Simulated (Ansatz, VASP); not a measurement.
**Two plane-wave programs on V**

INCAR

```
  ALGO = Normal
  EDIFF = 1E-6
  ENCUT = 520
  GGA = PE
  ISIF = 2
  ISMEAR = 0
  ISPIN = 2
  LASPH = T
  LCHARG = F
  LMAXMIX = 4
  LORBIT = 11
  LREAL = F
  LWAVE = F
  MAGMOM = 2 2
  NBANDS = 24
  NELM = 150
  PREC = Accurate
  SIGMA = 0.1
```

The input KPOINTS:

```
k-points
0
Gamma
  9 9 4
```

POSCAR

```
V
1.0
    2.7820201497      0.0000000000      0.0000000000
   -1.3910100748      2.4093001234      0.0000000000
    0.0000000000      0.0000000000      4.5153660373
V
2
Direct
    0.3333333333      0.6666666667      0.2500000000
    0.6666666667      0.3333333333      0.7500000000
```

Input for Ansatz:

```yaml
crystal:
  lattice:
    - [2.7820201497, 0.0, 0.0]
    - [-1.3910100748, 2.4093001234, 0.0]
    - [0.0, 0.0, 4.5153660373]
  atoms:
    - { symbol: V, position: [0.3333333333, 0.6666666667, 0.25], spin: 2.0 }
    - { symbol: V, position: [0.6666666667, 0.3333333333, 0.75], spin: 2.0 }
basis:
  ecutwfc: 420
kpoints:
  mp_grid: { grid: [9, 9, 4] }
hamiltonian:
  xc: pbe
scf:
  occupations: { method: gaussian, width: 0.1 }
  lower_state_search: "off"
output:
  forces: true
  stress: true
  eigenvalues: true
  populations: true
magnetization:
  spin_polarized: true
```

Alike in both runs: task single point; functional PBE; k mesh 9 × 9 × 4; occupations gaussian, width 0.1 eV; collinear spin.

|  | VASP | Ansatz |
| --- | --- | --- |
| version | VASP 6.6.1 | Ansatz 0.2.0 |
| potentials or method | VASP PAW PBE potentials, release 64 (V_sv), cutoff 520 eV | scalar-relativistic, plane waves, PAW |
| valence electrons in the cell | 26 | 26 |

|  | VASP | Ansatz | Ansatz less VASP |
| --- | --- | --- | --- |
| gap on the k mesh at the Fermi level (eV) | none | none | - |
| pressure (GPa) | -12.7 | -12.9 | -0.18 |
| traceless stress, the component that is largest in VASP (GPa) | 5.83 | 5.83 | -0.002 |
| net moment per atom (μB) | 0.00 | 0.00 | 0.000 |

A gap of «none» marks a metal or a gap that the smearing closes. Ansatz's warnings: seeded moment not kept.
